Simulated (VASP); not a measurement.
Write the native input for VASP 6.6.1 that does the following.

- Task: single point
- Functional: r2SCAN
- Potentials or basis: VASP PAW PBE potentials, release 64 (Re, Mg, Ba_sv)
- Cutoff: 520 eV
- k mesh: 4 × 4 × 2
- Occupations: methfessel-paxton, width 0.025 eV
- Spin: no spin polarisation
- Dipole correction: no
- Further INCAR settings: ALGO = Normal; EDIFF = 1e-06; NBANDS = 39; ISYM = 0

BaMg2Re2:

```xyz
10
Lattice="4.5531 0.0000 0.0000 0.0000 4.5531 0.0000 0.0000 0.0000 11.0277" Properties=species:S:1:pos:R:3 pbc="T T T"
Re    0.0000    2.2766    9.5610
Re    2.2766    0.0000    1.4667
Re    0.0000    0.0000    5.5138
Re    2.2766    2.2766    5.5138
Mg    0.0000    0.0000    0.0000
Mg    2.2766    2.2766    0.0000
Mg    0.0000    2.2766    6.9585
Mg    2.2766    0.0000    4.0692
Ba    0.0000    2.2766    2.7900
Ba    2.2766    0.0000    8.2377
```

These files were run (other wordings do the same):

POSCAR

```
BaMg2Re2
1.0
    4.5531280000      0.0000000000      0.0000000000
    0.0000000000      4.5531280000      0.0000000000
    0.0000000000      0.0000000000     11.0276760000
Re Mg Ba
4 4 2
Direct
    0.0000000000      0.5000000000      0.8670000000
    0.5000000000      0.0000000000      0.1330000000
    0.0000000000      0.0000000000      0.5000000000
    0.5000000000      0.5000000000      0.5000000000
    0.0000000000      0.0000000000      0.0000000000
    0.5000000000      0.5000000000      0.0000000000
    0.0000000000      0.5000000000      0.6310000000
    0.5000000000      0.0000000000      0.3690000000
    0.0000000000      0.5000000000      0.2530000000
    0.5000000000      0.0000000000      0.7470000000
```

INCAR.step1

```
SYSTEM = BaMg2Re2
PREC     = Accurate       ! precision mode
ENCUT    = 520            ! plane-wave cutoff, eV
ISMEAR   = 1              ! smearing method
SIGMA    = 0.025          ! smearing width, eV
LREAL    = .FALSE.        ! projectors in reciprocal space
LASPH    = .TRUE.         ! aspherical terms in the spheres
NELM     = 80             ! most SCF steps
ISYM     = 0            
NBANDS   = 39             ! bands
GGA      = PE             ! functional
ALGO     = Normal         ! electronic algorithm
EDIFF    = 1E-4           ! SCF threshold, eV
LWAVE    = .TRUE.         ! write WAVECAR
LCHARG   = .FALSE.        ! write CHGCAR
```

INCAR.step2

```
SYSTEM = BaMg2Re2
PREC     = Accurate       ! precision mode
ENCUT    = 520            ! plane-wave cutoff, eV
EDIFF    = 1E-6           ! SCF threshold, eV
ISMEAR   = 1              ! smearing method
SIGMA    = 0.025          ! smearing width, eV
LREAL    = .FALSE.        ! projectors in reciprocal space
LASPH    = .TRUE.         ! aspherical terms in the spheres
NELM     = 80             ! most SCF steps
ALGO     = Normal         ! electronic algorithm
ISIF     = 2              ! what is computed and relaxed
LWAVE    = .FALSE.        ! write WAVECAR
LCHARG   = .TRUE.         ! write CHGCAR
METAGGA  = R2SCAN         ! meta-GGA
LMIXTAU  = .TRUE.       
LELF     = .TRUE.         ! ELF
LVHAR    = .TRUE.       
ISYM     = 0            
NBANDS   = 39             ! bands
ISTART   = 1
```

KPOINTS

```
Automatic mesh
0
G
  4 4 2
  0 0 0
```

Potentials or basis: VASP PAW PBE potentials, release 64 (Re, Mg, Ba_sv).

The run is started by

```bash
$ cat potpaw_PBE.64/Re/POTCAR potpaw_PBE.64/Mg/POTCAR potpaw_PBE.64/Ba_sv/POTCAR > POTCAR
$ cp INCAR.step1 INCAR
$ mpirun -np 1 vasp_std > vasp.out
$ cp INCAR.step2 INCAR
$ mpirun -np 1 vasp_std > vasp.out
```

It gave:

The pressure is 0.9 GPa, the largest force is 0.663 eV/Å and the band gap on the k mesh is zero (bands 28 and 29 overlap by 0.40 eV).

Caveat: the stress differs along the axes, from -2 to 7 GPa; the PAW data sets were made with another functional, which shifts forces and pressure a little; spin-orbit coupling is left out, which moves the levels of the heavy elements.

Wall time 13 min on 1 thread of Intel(R) Xeon(R) 6975P-C (Granite Rapids) (shared host), peak memory 0.46 GiB.
